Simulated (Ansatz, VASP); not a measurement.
**One calculation of Ge, two programs**

```
Ge
1.0
     0.00000    0.00000   -2.64273
     2.76521    0.00000    0.00000
     0.00000   -5.03900    0.00000
Ge
2
Cartesian
  1.3826 0.0000 -0.2000
  0.0000 -2.5195 0.2000
```

Change from the starting cell: mode 5 (55.6 1/cm) frozen in, largest displacement -0.200 Å.

Alike in both runs: task single point; functional PBEsol; k mesh 22 × 22 × 12; occupations gaussian, width 0.15 eV; no spin polarisation.

|  | VASP | Ansatz |
| --- | --- | --- |
| version | VASP 6.6.1 | Ansatz 0.2.0 |
| potentials or method | VASP PAW PBE potentials, release 64 (Ge_d), cutoff 520 eV | scalar-relativistic, plane waves, PAW |
| valence electrons in the cell | 28 | 28 |

VASP gave:

| Quantity | Value |
| --- | --- |
| gap on the k mesh at the Fermi level (eV) | none |
| pressure (GPa) | 0.1 |
| traceless stress, the component that is largest in VASP (GPa) | -1.39 |
| rms of the force components (eV/Å) | 0.096 |

Task: Which values does Ansatz return?

Result: gap on the k mesh at the Fermi level (eV): none; pressure (GPa): 0.1; traceless stress, the component that is largest in VASP (GPa): -1.42; rms of the force components (eV/Å): 0.096.

VASP's potentials were made for PBE, not for PBEsol. Atom by atom the forces differ by 0.000 eV/Å (rms over components). A gap of «none» marks a metal or a gap that the smearing closes.
